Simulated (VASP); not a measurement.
# ZrB (P6/mmm) in VASP: a series of runs

ZrB is run at these levels: PBE; tasks: single point, relaxation of cell and atoms.

All numbers are computed with VASP 6.6.1; they aren't measurements. Logs are shortened: lines on timing, memory, paths and dates and some standing lists are left out, and cuts for length are marked.

### 1 The cell of the first run

Symmetry: P6/mmm, No. 191, hexagonal system. The conventional cell has a = 4.475 Å, b = 4.475 Å, c = 3.704 Å, α = 90.00°, β = 90.00°, γ = 120.00°. Within 3.0 Å of Zr (site symmetry 6/mmm) lie 6 B at 2.24 Å. Within 3.0 Å of Zr (site symmetry -6m2) lie 6 B at 2.26 Å and 3 Zr at 2.58 Å. B (site symmetry mmm) has 4 B at 2.24 Å and 6 Zr at 2.24 to 2.26 Å within 3.0 Å.

The cell was generated, and may not be a known phase.

### 2 Single point, PBE

File INCAR:

```
  PREC = Accurate
  ENCUT = 520
  EDIFF = 1E-6
  ISMEAR = 0
  SIGMA = 0.1
  LREAL = F
  LASPH = T
  NELM = 100
  ALGO = Normal
  ISIF = 2
  LWAVE = F
  LCHARG = F
  GGA = PE
  NBANDS = 32
```

File KPOINTS:

```
regular mesh
0
Gamma
  6 6 6
```

File POSCAR:

```
ZrB
1.0
    4.4753395000      0.0000000000      0.0000000000
   -2.2376697500      3.8757576900      0.0000000000
    0.0000000000      0.0000000000      3.7040326600
Zr B
3 3
Direct
    0.0000000000      0.0000000000      0.0000000000
    0.3333333300      0.6666666700      0.5000000000
    0.6666666700      0.3333333300      0.5000000000
    0.5000000000      0.0000000000      0.0000000000
    0.5000000000      0.5000000000      0.0000000000
    0.0000000000      0.5000000000      0.0000000000
```

Potentials or basis: VASP PAW PBE potentials, release 64 (Zr_sv, B).

Started as:

```bash
> cat potpaw_PBE.64/Zr_sv/POTCAR potpaw_PBE.64/B/POTCAR > POTCAR
> mpirun -np 1 vasp_std > vasp.out
```

OUTCAR:

```text
PREC = Accurate
   ENCUT = 520
   EDIFF = 1E-6
   ISMEAR = 0
   LREAL = F
   LASPH = T
   NELM = 100
   ISIF = 2
   GGA = PE

 ion  position               nearest neighbor table
   1  0.000  0.000  0.000-   5 2.24   6 2.24   6 2.24   5 2.24   4 2.24   4 2.24   3 3.18   3 3.18
                             2 3.18   2 3.18   2 3.18   3 3.18   2 3.18   3 3.18   2 3.18   3 3.18
   2  0.333  0.667  0.500-   4 2.26   4 2.26   6 2.26   6 2.26   5 2.26   5 2.26   3 2.58   3 2.58
                             3 2.58   1 3.18   1 3.18   1 3.18   1 3.18   1 3.18   1 3.18
   3  0.667  0.333  0.500-   4 2.26   4 2.26   6 2.26   6 2.26   5 2.26   5 2.26   2 2.58   2 2.58
                             2 2.58   1 3.18   1 3.18   1 3.18   1 3.18   1 3.18   1 3.18
   4  0.500  0.000  0.000-   1 2.24   1 2.24   3 2.26   2 2.26   3 2.26   2 2.26
   5  0.500  0.500  0.000-   1 2.24   1 2.24   3 2.26   2 2.26   3 2.26   2 2.26
   6  0.000  0.500  0.000-   1 2.24   1 2.24   3 2.26   2 2.26   3 2.26   2 2.26

  LATTYP: Found a hexagonal cell.
 ALAT       =     4.4753395000
 C/A-ratio  =     0.8276540048

  Lattice vectors:

 A1 = (   4.4753395000,   0.0000000000,   0.0000000000)
 A2 = (  -2.2376697500,   3.8757576900,   0.0000000000)
 A3 = (   0.0000000000,   0.0000000000,   3.7040326600)

Analysis of symmetry for initial positions (statically):
=====================================================================
 Subroutine PRICEL returns:
 Original cell was already a primitive cell.

 Routine SETGRP: Setting up the symmetry group for a
 hexagonal supercell.

 Subroutine GETGRP returns: Found 24 space group operations
 (whereof 24 operations were pure point group operations)
 out of a pool of 24 trial point group operations.

The static configuration has the point symmetry D_6h.

Analysis of symmetry for dynamics (positions and initial velocities):
=====================================================================
 Subroutine PRICEL returns:
 Original cell was already a primitive cell.

 Routine SETGRP: Setting up the symmetry group for a
 hexagonal supercell.

 Subroutine GETGRP returns: Found 24 space group operations
 (whereof 24 operations were pure point group operations)
 out of a pool of 24 trial point group operations.

The dynamic configuration has the point symmetry D_6h.

 Subroutine INISYM returns: Found 24 space group operations
 (whereof 24 operations are pure point group operations),
 and found     1 'primitive' translations

----------------------------------------------------------------------------------------

                                     Primitive cell

  volume of cell :      64.2477

  direct lattice vectors                    reciprocal lattice vectors
     4.475339500  0.000000000  0.000000000     0.223446735  0.129007033  0.000000000
    -2.237669750  3.875757690  0.000000000     0.000000000  0.258014066  0.000000000
     0.000000000  0.000000000  3.704032660     0.000000000  0.000000000  0.269976021

  length of vectors
     4.475339500  4.475339493  3.704032660     0.258014066  0.258014066  0.269976021

  position of ions in fractional coordinates (direct lattice)
     0.000000000  0.000000000  0.000000000
     0.333333330  0.666666670  0.500000000
     0.666666670  0.333333330  0.500000000
     0.500000000  0.000000000  0.000000000
     0.500000000  0.500000000  0.000000000
     0.000000000  0.500000000  0.000000000

  ion indices of the primitive-cell ions
   primitive index   ion index
                 1           1
                 2           2
                 3           3
                 4           4
                 5           5
                 6           6

----------------------------------------------------------------------------------------

 KPOINTS: regular mesh

Automatic generation of k-mesh.
 Grid dimensions read from file:
 generate k-points for:    6    6    6

 Generating k-lattice:

  Cartesian coordinates                     Fractional coordinates (reciprocal lattice)
     0.037241123  0.021501172  0.000000000     0.166666667  0.000000000  0.000000000
     0.000000000  0.043002344  0.000000000     0.000000000  0.166666667  0.000000000
     0.000000000  0.000000000  0.044996004     0.000000000  0.000000000  0.166666667

  Length of vectors
     0.043002344  0.043002344  0.044996004

  Shift w.r.t. Gamma in fractional coordinates (k-lattice)
     0.000000000  0.000000000  0.000000000

 Subroutine IBZKPT returns following result:
 ===========================================

 Found     28 irreducible k-points:

 Following reciprocal coordinates:
            Coordinates               Weight
  0.000000  0.000000  0.000000      1.000000
  0.166667  0.000000  0.000000      6.000000
  0.333333  0.000000  0.000000      6.000000
  0.500000  0.000000  0.000000      3.000000
  0.166667  0.166667  0.000000      6.000000
  0.333333  0.166667  0.000000     12.000000
[... 16 lines left out ...]
[... 54 lines left out ...]
  energy-cutoff  :      520.00
  volume of cell :       64.25
 maximum number of plane-waves:      1754
 NGX is ok and might be reduce to    36
   NGX = 17   NGY = 17   NGZ = 13

 number of electron      44.9999999 magnetization

 Free energy of the ion-electron system (eV)
  ---------------------------------------------------
  ext. energy  EPLUGINS =         0.00000000
  ---------------------------------------------------
  free energy    TOTEN  =       -41.54420936 eV

  energy without entropy =      -41.51773230  energy(sigma->0) =      -41.53097083

 E-fermi :  11.7511     XC(G=0): -12.9793

 val. band max:       11.7058640234   @ k =   0.1667   0.1667   0.3333
 cond. band min:      11.7591609765   @ k =   0.1667   0.0000   0.3333
 fundamental gap:      0.0532969531
 Fermi energy:        11.7510551172

 k-point     1 :       0.0000    0.0000    0.0000
  band No.  band energies     occupation
      1     -35.5455      2.00000
      2     -35.2121      2.00000
      3     -34.7312      2.00000
      4     -14.5054      2.00000
      5     -14.5054      2.00000
      6     -14.1702      2.00000
[... 24 lines left out ...]
     31      18.8886      0.00000
     32      18.8886      0.00000

 k-point     2 :       0.1667    0.0000    0.0000
  band No.  band energies     occupation
      1     -35.5006      2.00000
      2     -35.2162      2.00000
      3     -34.7781      2.00000
      4     -14.6262      2.00000
      5     -14.4881      2.00000
      6     -14.1007      2.00000
[... 24 lines left out ...]
     31      18.6399      0.00000
     32      19.1901      0.00000

 k-point     3 :       0.3333    0.0000    0.0000
  band No.  band energies     occupation
      1     -35.3851      2.00000
      2     -35.2259      2.00000
      3     -34.8961      2.00000
      4     -14.7994      2.00000
      5     -14.3228      2.00000
      6     -13.9135      2.00000
[... 24 lines left out ...]
     31      18.5958      0.00000
     32      19.2650      0.00000

 k-point     4 :       0.5000    0.0000    0.0000
  band No.  band energies     occupation
      1     -35.2896      2.00000
      2     -35.2402      2.00000
      3     -34.9834      2.00000
      4     -14.8693      2.00000
      5     -14.0559      2.00000
      6     -13.8405      2.00000
[... 24 lines left out ...]
     31      18.1515      0.00000
     32      19.2031      0.00000

 k-point     5 :       0.1667    0.1667    0.0000
  band No.  band energies     occupation
      1     -35.4198      2.00000
      2     -35.2215      2.00000
      3     -34.8627      2.00000
      4     -14.7309      2.00000
      5     -14.4295      2.00000
      6     -13.9721      2.00000
[... 584 lines left out ...]
     31      19.6124      0.00000
     32      19.6124      0.00000

 k-point    22 :       0.0000    0.0000    0.5000
  band No.  band energies     occupation
      1     -35.4660      2.00000
      2     -35.2738      2.00000
      3     -34.7172      2.00000
      4     -14.4836      2.00000
      5     -14.4836      2.00000
      6     -14.2933      2.00000
[... 24 lines left out ...]
     31      18.5559      0.00000
     32      18.5737      0.00000

 k-point    23 :       0.1667    0.0000    0.5000
  band No.  band energies     occupation
      1     -35.4243      2.00000
      2     -35.2737      2.00000
      3     -34.7642      2.00000
      4     -14.5338      2.00000
      5     -14.4017      2.00000
      6     -14.3830      2.00000
[... 24 lines left out ...]
     31      18.3470      0.00000
     32      18.6153      0.00000

 k-point    24 :       0.3333    0.0000    0.5000
  band No.  band energies     occupation
      1     -35.3153      2.00000
      2     -35.2734      2.00000
      3     -34.8837      2.00000
      4     -14.6258      2.00000
      5     -14.4803      2.00000
      6     -14.3040      2.00000
[... 24 lines left out ...]
     31      17.3069      0.00000
     32      18.8279      0.00000

 [... further k-points ...]
[... 5 lines left out ...]
  --------------------------------------------------------------------------------------
  -------------------------------------------------------------------------------------
  Total       34.3984225     34.3984224     32.5065945      0.0000000     -0.0000000      0.0000000
  in kB      857.8111717    857.8111684    810.6336810      0.0000000     -0.0000000      0.0000000
  external PRESSURE =     842.0853404 kB  Pullay stress =       0.0000000 kB

 VOLUME and BASIS-vectors are now :
 -----------------------------------------------------------------------------
  energy-cutoff  :      520.00
  volume of cell :       64.25
      direct lattice vectors                 reciprocal lattice vectors
     4.475339500  0.000000000  0.000000000     0.223446735  0.129007033  0.000000000
    -2.237669750  3.875757690  0.000000000     0.000000000  0.258014066  0.000000000
     0.000000000  0.000000000  3.704032660     0.000000000  0.000000000  0.269976021

 POSITION                                       TOTAL-FORCE (eV/Angst)
 -----------------------------------------------------------------------------------
      0.00000      0.00000      0.00000         0.000000      0.000000     -0.000000
     -0.00000      2.58384      1.85202        -0.000000      0.000000     -0.000000
      2.23767      1.29192      1.85202        -0.000000     -0.000000      0.000000
      2.23767      0.00000      0.00000         0.000000      0.000000     -0.000000
      1.11883      1.93788      0.00000         0.000000      0.000000     -0.000000
     -1.11883      1.93788      0.00000         0.000000      0.000000     -0.000000
 -----------------------------------------------------------------------------------
    total drift:                               -0.000000      0.000000      0.000000

  FREE ENERGIE OF THE ION-ELECTRON SYSTEM (eV)
  ---------------------------------------------------
  free  energy   TOTEN  =       -41.5442093556 eV

  energy  without entropy=      -41.5177323034  energy(sigma->0) =      -41.53097083
```

Wall time 26 s (1 thread of Intel Xeon 6975P-C (Granite Rapids), shared host); peak memory 0.2 GiB.

Results:

| Property | Result |
| --- | --- |
| Free energy | -41.5442 eV |
| Pressure | 84.2 GPa |
| Band gap on the k mesh | zero (an odd number of electrons rules out a gap without spin polarisation) |

Stress tensor (GPa, compression positive):
```
85.78  0.00  0.00
 0.00 85.78  0.00
 0.00  0.00 81.06
```

Levels at points of the mesh, in eV from the Fermi level:
```csv
k point,band 20,band 21,band 22,band 23,band 24,band 25
"(0.00, 0.00, 0.00)",-1.59,-1.59,0.61,0.68,0.68,2.88
"(0.50, 0.00, 0.00)",-1.89,-1.84,-0.98,-0.30,-0.10,4.12
"(0.00, 0.00, 0.50)",-1.23,-1.23,-0.15,0.66,0.66,4.61
"(0.50, 0.00, 0.50)",-1.13,-0.42,0.21,0.22,1.34,1.53
```

Caveat: the cell stands under pressure.

### 3 Single point, PBE

This run uses another cell than the first one, of 14.87 Å³/atom.

File INCAR:

```
PREC = Accurate
ENCUT = 520
EDIFF = 1E-6
ISMEAR = 0
SIGMA = 0.1
LREAL = F
LASPH = T
NELM = 80
ALGO = Normal
ISIF = 2
LWAVE = F
LCHARG = T
GGA = PE
LELF = T
LVHAR = T
NBANDS = 32
```

KPOINTS is that of step 2.

File POSCAR:

```
ZrB
1.0
    5.2066856795      0.0000000000      0.0000000000
   -2.6033428397      4.5091220679      0.0000000000
    0.0000000000      0.0000000000      3.8007026398
Zr B
3 3
Direct
    0.0000000000      0.0000000000      0.0000000000
    0.3333333333      0.6666666667      0.5000000000
    0.6666666667      0.3333333333      0.5000000000
    0.5000000000      0.0000000000      0.0000000000
    0.5000000000      0.5000000000      0.0000000000
    0.0000000000      0.5000000000      0.0000000000
```

Potentials or basis: VASP PAW PBE potentials, release 64 (Zr_sv, B).

Started as:

```bash
> cat potpaw_PBE.64/Zr_sv/POTCAR potpaw_PBE.64/B/POTCAR > POTCAR
> mpirun -np 1 vasp_std > vasp.out
```

Wall time 40 s (1 thread of Intel Xeon 6975P-C (Granite Rapids), shared host); peak memory 0.23 GiB.

Results (log left out):

```
Free energy            : -46.8508 eV
Pressure               : 0.2 GPa
Band gap on the k mesh : zero (an odd number of electrons rules out a gap without spin polarisation)
```

Levels at points of the mesh, in eV from the Fermi level:
| k point | band 20 | band 21 | band 22 | band 23 | band 24 | band 25 | band 26 | band 27 |
| --- | --- | --- | --- | --- | --- | --- | --- | --- |
| (0.00, 0.00, 0.00) | -1.59 | -1.59 | 0.67 | 1.25 | 1.25 | 1.81 | 2.03 | 2.03 |
| (0.50, 0.00, 0.00) | -1.18 | -0.92 | -0.85 | -0.52 | -0.51 | 2.89 | 3.08 | 3.38 |
| (0.00, 0.00, 0.50) | -0.82 | -0.82 | -0.28 | -0.28 | 1.57 | 3.44 | 3.44 | 3.73 |
| (0.50, 0.00, 0.50) | -0.55 | -0.37 | -0.32 | 0.01 | 1.01 | 1.99 | 2.33 | 2.87 |

### 4 Relaxation of cell and atoms, PBE

File INCAR:

```
SYSTEM = ZrB
  PREC = Accurate
  ENCUT = 600
  EDIFF = 1E-6
  ISMEAR = 0
  SIGMA = 0.1
  LREAL = .False.
  LASPH = .True.
  NELM = 80
  ALGO = Normal
  ISIF = 3
  LWAVE = .False.
  LCHARG = .False.
  GGA = PE
  IBRION = 2
  NSW = 90
  EDIFFG = -0.04
```

File KPOINTS:

```
Automatic mesh
0
Gamma
  6 6 6
  0 0 0
```

File POSCAR:

```
ZrB
1.0
    4.4753395000      0.0000000000      0.0000000000
   -2.2376697500      3.8757576900      0.0000000000
    0.0000000000      0.0000000000      3.7040326600
Zr B
3 3
Direct
    0.0000000000      0.0000000000      0.0000000000
    0.3333333300      0.6666666700      0.5000000000
    0.6666666700      0.3333333300      0.5000000000
    0.5000000000      0.0000000000      0.0000000000
    0.5000000000      0.5000000000      0.0000000000
    0.0000000000      0.5000000000      0.0000000000
```

Started as:

```bash
> cat potpaw_PBE.64/Zr_sv/POTCAR potpaw_PBE.64/B/POTCAR > POTCAR
> mpirun -np 1 vasp_std > vasp.out
```

Wall time 4.3 min (1 thread of Intel Xeon 6975P-C (Granite Rapids), shared host); peak memory 0.22 GiB.

It converged, with:

```yaml
Free_energy: -46.8388 eV
Relaxed_volume: 14.90 Å³/atom
Relaxed_cell: a = 5.214 Å, b = 5.214 Å, c = 3.797 Å, α = 90.00°, β = 90.00°, γ = 120.00°
Space_group_after_relaxing_to_0.1_Å: P6/mmm (No. 191)
Energy_gained_by_relaxing: 881.7 meV/atom
Ionic_steps: 12
Pressure_after_relaxing: 0.0 GPa
Band_gap_on_the_k_mesh: zero (an odd number of electrons rules out a gap without spin polarisation)
```

Stress tensor (GPa, compression positive):
```
-0.08  0.00  0.00
 0.00 -0.08  0.00
 0.00  0.00  0.22
```

Step by step:
```csv
step,energy change (eV),largest force (eV/Å),pressure (GPa),volume (Å³)
1,0.0000,0.0000,84.20,64.25
2,0.2826,0.0000,-28.11,132.06
3,-5.0002,0.0000,-3.45,90.49
4,-5.0204,0.0000,-1.07,88.97
5,-5.0221,0.0000,-0.15,88.41
6,-5.1856,0.0000,0.06,88.77
7,-5.2813,0.0000,0.28,88.98
8,-5.0533,0.0000,3.16,88.90
9,-5.2894,0.0000,0.57,89.02
10,-5.2893,0.0000,0.62,89.02
11,-5.2886,0.0000,-0.80,89.88
12,-5.2899,0.0000,0.02,89.38
```

Final structure:
```cif
data_structure
_symmetry_space_group_name_H-M 'P 1'
_symmetry_Int_Tables_number 1
_cell_length_a 5.2135
_cell_length_b 5.2135
_cell_length_c 3.7970
_cell_angle_alpha 90.000
_cell_angle_beta 90.000
_cell_angle_gamma 120.000
_cell_volume 89.38
loop_
_atom_site_label
_atom_site_type_symbol
_atom_site_fract_x
_atom_site_fract_y
_atom_site_fract_z
_atom_site_occupancy
Zr1 Zr 0.00000 0.00000 0.00000 1
Zr2 Zr 0.33333 0.66667 0.50000 1
Zr3 Zr 0.66667 0.33333 0.50000 1
B1 B 0.50000 0.00000 0.00000 1
B2 B 0.50000 0.50000 0.00000 1
B3 B 0.00000 0.50000 0.00000 1
```

Levels at points of the mesh, in eV from the Fermi level:
| k point | band 21 | band 22 | band 23 | band 24 | band 25 | band 26 |
| --- | --- | --- | --- | --- | --- | --- |
| (0.00, 0.00, 0.00) | -1.58 | 0.68 | 1.26 | 1.26 | 1.80 | 2.02 |
| (0.50, 0.00, 0.00) | -0.91 | -0.85 | -0.52 | -0.52 | 2.89 | 3.08 |
| (0.00, 0.00, 0.50) | -0.81 | -0.29 | -0.29 | 1.60 | 3.42 | 3.42 |
| (0.50, 0.00, 0.50) | -0.37 | -0.31 | 0.00 | 1.00 | 1.98 | 2.34 |

Caveat: the volume moved by over 15 % at a fixed basis, so the end points are rough.

### 5 The runs side by side

| task | cell | cutoff (eV) | gap on the mesh (eV) | pressure (GPa) |
| --- | --- | --- | --- | --- |
| single point | a = 4.475, b = 4.475, c = 3.704 Å, angles 90.0, 90.0, 120.0°, 6 atoms | 520 | none | 84.2 |
| single point | a = 5.207, b = 5.207, c = 3.801 Å, angles 90.0, 90.0, 120.0°, 6 atoms | 520 | none | 0.2 |
| relaxation of cell and atoms | relaxed from a = 4.475, b = 4.475, c = 3.704 Å, angles 90.0, 90.0, 120.0°, 6 atoms | 600 | none | 0.0 |

Alike in all rows: level PBE; potentials or basis VASP PAW PBE potentials, release 64 (Zr_sv, B); no spin polarisation; k mesh 6 × 6 × 6; smearing gaussian 0.1 eV.

Caveats: the cell stands under pressure (at least some runs); the volume moved by over 15 % at a fixed basis, so the end points are rough (at least some runs).

Total energies depend on the potentials used, so only differences within one code and one set of settings carry meaning.

The gap in the log of VASP goes by the Fermi energy; the results here count the filled bands.